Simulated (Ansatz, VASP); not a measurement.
One calculation of CoO, two programs

```
CELL_PARAMETERS angstrom
2.86567 0.00000 0.00000
-1.43284 2.48174 0.00000
0.00000 0.00000 2.75754
ATOMIC_POSITIONS crystal
Co 0.00000 0.00000 0.50000
O 0.66667 0.33333 0.00000
```

Change from the starting cell: volume scaled by 1.04.

Alike in both runs: task single point; functional PBE; k mesh 11 × 11 × 10; occupations fermi-dirac, width 0.05 eV; collinear spin.

|  | VASP | Ansatz |
| --- | --- | --- |
| version | VASP 6.6.1 | Ansatz 0.2.0 |
| potentials or method | VASP PAW PBE potentials, release 64 (Co, O), cutoff 520 eV | all-electron LAPW, scalar-relativistic |

VASP gave:

| Quantity | Value |
| --- | --- |
| gap on the k mesh at the Fermi level (eV) | none |
| pressure (GPa) | -7.0 |
| traceless stress, the component that is largest in VASP (GPa) | -1.66 |
| net moment per atom (μB) | 1.50 |
| size of the moment on the site where the two differ most (μB) | 2.56 |

**Question.** Estimate Ansatz's values.

**Answer.** gap on the k mesh at the Fermi level (eV): none; pressure (GPa): -6.5; traceless stress, the component that is largest in VASP (GPa): -1.36; net moment per atom (μB): 1.50; size of the moment on the site where the two differ most (μB): 2.59.

Site moments also hang on the region over which each program counts them. A gap of «none» marks a metal or a gap that the smearing closes. Ansatz ran all-electron here, and VASP with PAW potentials.
